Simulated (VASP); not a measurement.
# AlN (P6_3mc) in VASP: further runs, part 2 of 2

VASP 6.6.1. The steps go on from the part before.

## Step 5: Single point, BLYP

This run uses another cell than the first one, of 10.24 Å³/atom, 1.021 times its volume.

INCAR reads:

```
  PREC = Accurate
  ENCUT = 520
  EDIFF = 1E-6
  ISMEAR = -1
  SIGMA = 0.05
  LREAL = False
  LASPH = True
  NELM = 100
  ALGO = Normal
  ISIF = 2
  LWAVE = False
  LCHARG = False
  GGA = B5
  ALDAX = 1.0
  AGGAX = 1.0
  AGGAC = 1.0
  ALDAC = 0.0
  NBANDS = 16
```

KPOINTS reads:

```
Automatic mesh
0
Gamma
  10 10 6
```

POSCAR reads:

```
AlN
1.0
    3.0921067530      0.0000000000      0.0000000000
   -1.5460533765      2.6778429994      0.0000000000
    0.0000000000      0.0000000000      4.9475694625
Al N
2 2
Direct
    0.6666666667      0.3333333333      0.5000000000
    0.3333333333      0.6666666667      0.0000000000
    0.6666666667      0.3333333333      0.8800000000
    0.3333333333      0.6666666667      0.3800000000
```

Potentials or basis: VASP PAW PBE potentials, release 64 (Al, N).

Command:

```console
cat potpaw_PBE.64/Al/POTCAR potpaw_PBE.64/N/POTCAR > POTCAR
mpirun -np 1 vasp_std > vasp.out
```

OUTCAR:

```text
PREC = Accurate
   ENCUT = 520
   EDIFF = 1E-6
   ISMEAR = -1
   LREAL = False
   LASPH = True
   NELM = 100
   ISIF = 2
   GGA = B5

 ion  position               nearest neighbor table
   1  0.667  0.333  0.500-   3 1.88   4 1.88   4 1.88   4 1.88   2 3.05   2 3.05   2 3.05   2 3.05
                             2 3.05   2 3.05
   2  0.333  0.667  0.000-   4 1.88   3 1.88   3 1.88   3 1.88   1 3.05   1 3.05   1 3.05   1 3.05
                             1 3.05   1 3.05
   3  0.667  0.333  0.880-   1 1.88   2 1.88   2 1.88   2 1.88
   4  0.333  0.667  0.380-   2 1.88   1 1.88   1 1.88   1 1.88

  LATTYP: Found a hexagonal cell.
 ALAT       =     3.0921067530
 C/A-ratio  =     1.6000642467

  Lattice vectors:

 A1 = (   3.0921067530,   0.0000000000,   0.0000000000)
 A2 = (  -1.5460533765,   2.6778429994,   0.0000000000)
 A3 = (   0.0000000000,   0.0000000000,   4.9475694625)

Analysis of symmetry for initial positions (statically):
=====================================================================
 Subroutine PRICEL returns:
[... 179 lines left out ...]
 val. band max:        6.7178755299   @ k =   0.0000   0.0000   0.0000
 cond. band min:      11.4054247665   @ k =   0.0000   0.0000   0.0000
 fundamental gap:      4.6875492367
 Fermi energy:         7.7114307756

 k-point     1 :       0.0000    0.0000    0.0000
  band No.  band energies     occupation
      1      -8.4576      2.00000
      2      -6.2798      2.00000
      3       0.7874      2.00000
      4       5.8873      2.00000
      5       5.8873      2.00000
      6       6.5363      2.00000
[... 433 lines left out ...]
      3       1.3752      2.00000
      4       2.3781      2.00000
      5       3.6935      2.00000
      6       4.4666      2.00000
[... 8 lines left out ...]
     15      19.6990      0.00000
     16      21.9871      0.00000

 [... further k-points ...]

------------------------ aborting loop because EDIFF is reached ----------------------------------------

  FORCE on cell =-STRESS in cart. coord.  units (eV):
  Direction    XX          YY          ZZ          XY          YZ          ZX
  --------------------------------------------------------------------------------------
  -------------------------------------------------------------------------------------
  Total        2.7890921      2.7890921      3.3079081      0.0000000      0.0000000      0.0000000
  in kB      109.0792023    109.0792023    129.3696887      0.0000000      0.0000000      0.0000000
  external PRESSURE =     115.8426978 kB  Pullay stress =       0.0000000 kB

 VOLUME and BASIS-vectors are now :
 -----------------------------------------------------------------------------
  energy-cutoff  :      520.00
  volume of cell :       40.97
      direct lattice vectors                 reciprocal lattice vectors
     3.092106753  0.000000000  0.000000000     0.323404099  0.186717444  0.000000000
    -1.546053376  2.677842999  0.000000000     0.000000000  0.373434888  0.000000000
     0.000000000  0.000000000  4.947569462     0.000000000  0.000000000  0.202119446

 POSITION                                       TOTAL-FORCE (eV/Angst)
 -----------------------------------------------------------------------------------
      1.54605      0.89261      2.47378         0.000000      0.000000     -0.131023
     -0.00000      1.78523      0.00000         0.000000      0.000000     -0.131023
      1.54605      0.89261      4.35386        -0.000000      0.000000      0.131023
     -0.00000      1.78523      1.88008         0.000000      0.000000      0.131023
 -----------------------------------------------------------------------------------
    total drift:                               -0.000000     -0.000000     -0.000889

  FREE ENERGIE OF THE ION-ELECTRON SYSTEM (eV)
  ---------------------------------------------------
  free  energy   TOTEN  =       -27.7994440143 eV

  energy  without entropy=      -27.7994440142  energy(sigma->0) =      -27.79944401
```

OSZICAR:

```text
N       E                     dE             d eps       ncg     rms          rms(c)
DAV:   1     0.455965767584E+02    0.45597E+02   -0.73240E+03  1792   0.895E+02
DAV:   2    -0.300384974824E+02   -0.75635E+02   -0.69561E+02  2488   0.193E+02
DAV:   3    -0.335823373677E+02   -0.35438E+01   -0.35337E+01  2272   0.433E+01
DAV:   4    -0.336049495388E+02   -0.22612E-01   -0.22611E-01  2216   0.387E+00
DAV:   5    -0.336052740859E+02   -0.32455E-03   -0.32455E-03  2280   0.468E-01    0.133E+01
DAV:   6    -0.277762192746E+02    0.58291E+01   -0.13534E+01  2176   0.266E+01    0.397E+00
DAV:   7    -0.278142253700E+02   -0.38006E-01   -0.83322E-01  1888   0.646E+00    0.297E+00
DAV:   8    -0.278041191486E+02    0.10106E-01   -0.83901E-02  2048   0.263E+00    0.563E-01
DAV:   9    -0.277988979726E+02    0.52212E-02   -0.13769E-02  2392   0.869E-01    0.252E-01
DAV:  10    -0.277995214092E+02   -0.62344E-03   -0.24346E-03  1888   0.322E-01    0.135E-01
DAV:  11    -0.277994389132E+02    0.82496E-04   -0.18660E-04  2248   0.109E-01    0.322E-02
DAV:  12    -0.277994431730E+02   -0.42598E-05   -0.10764E-05  2056   0.255E-02    0.595E-03
DAV:  13    -0.277994440143E+02   -0.84126E-06   -0.18719E-06  2064   0.106E-02
   1 F= -.27799444E+02 E0= -.27799444E+02  d E =-.309412E-10
```

stdout:

```text
POSCAR found type information on POSCAR AlN
 POSCAR found :  2 types and       4 ions
 scaLAPACK will be used
 -----------------------------------------------------------------------------
|                                                                             |
|                                                                             |
|     You enforced a specific xc type in the INCAR file but a different       |
|     I HOPE YOU KNOW WHAT YOU ARE DOING!                                     |
|                                                                             |
 -----------------------------------------------------------------------------

 LDA part: xc-table for (Slater(with rela. corr.)+VWN5), standard interpolation
 POSCAR, INCAR and KPOINTS ok, starting setup
 FFT: planning ... GRIDC
 FFT: planning ... GRID_SOFT
 FFT: planning ... GRID
 WAVECAR not read
 entering main loop
```

It took 24 s on 1 thread of Intel Xeon 6975P-C (Granite Rapids), shared host; peak memory 0.17 GiB.

Results:

```yaml
Free_energy: -27.7994 eV
Pressure: 11.6 GPa
Largest_force: 0.131 eV/Å
Band_gap_on_the_k_mesh: 4.69 eV, direct
```

Forces on the atoms (eV/Å):
```
Al   0.000  0.000 -0.131
Al   0.000  0.000 -0.131
N    0.000  0.000  0.131
N    0.000  0.000  0.131
```

Stress tensor (GPa, compression positive):
```
10.91  0.00  0.00
 0.00 10.91  0.00
 0.00  0.00 12.94
```

Levels at points of the mesh, in eV from the valence-band top:
```
           k point  band 4  band 5  band 6  band 7  band 8  band 9  band 10  band 11  band 12  band 13
(0.00, 0.00, 0.00)   -0.83   -0.83   -0.18   -0.18    0.00    4.69     7.02    11.00    11.43    11.43
(0.50, 0.00, 0.00)   -4.11   -3.31   -2.06   -1.73   -0.66    6.15     6.17     8.57    10.66    11.19
(0.00, 0.00, 0.50)   -3.26   -0.52   -0.52   -0.52   -0.52    6.86     6.86    10.69    10.69    11.75
(0.50, 0.00, 0.50)   -5.54   -1.43   -1.43   -1.34   -1.34    5.69     5.69     9.61     9.61    12.18
```

Caveat: the PAW data sets were made with another functional, which shifts forces and pressure a little. A k mesh can miss the band edges.

## Step 6: Overview

```tsv
level	cell	gap on the mesh (eV)	pressure (GPa)	largest force (eV/Å)
BLYP	a = 3.071, b = 3.071, c = 4.914 Å, angles 90.0, 90.0, 120.0°, 4 atoms	4.88	16.5	0.15
SVWN5	a = 3.071, b = 3.071, c = 4.914 Å, angles 90.0, 90.0, 120.0°, 4 atoms	4.60	4.8	0.15
PBE+D4	a = 3.092, b = 3.092, c = 4.948 Å, angles 90.0, 90.0, 120.0°, 4 atoms	4.40	3.0	0.14
BLYP	a = 3.092, b = 3.092, c = 4.948 Å, angles 90.0, 90.0, 120.0°, 4 atoms	4.69	11.6	0.13
```

Alike in all rows: task single point; potentials or basis VASP PAW PBE potentials, release 64 (Al, N); no spin polarisation; k mesh 10 × 10 × 6; cutoff (eV) 520; smearing fermi-dirac 0.05 eV.

Caveats: the PAW data sets were made with another functional, which shifts forces and pressure a little (some runs).

Absolute energies hang on the potentials; compare differences alone.

## Step 7: Comparison with measurements

Step 4. Measured gap of AlN: 6.0343 eV (an exciton energy, a little under the gap; 0 K; quoted in “Structural and optical properties of self-assembled AlN nanowires grown on SiO2/Si substrates by molecular beam epitaxy”, 2024, arxiv:2402.00216). This calculation gives 4.40 eV (-1.63 eV). 2 values of this kind are on record (6.034 to 6.0343 eV); this one was drawn at random. The value is that of PBE+D4 on a finite k mesh, which can miss the band edges, without temperature or zero-point motion. Semilocal functionals fall short of measured gaps as a rule.
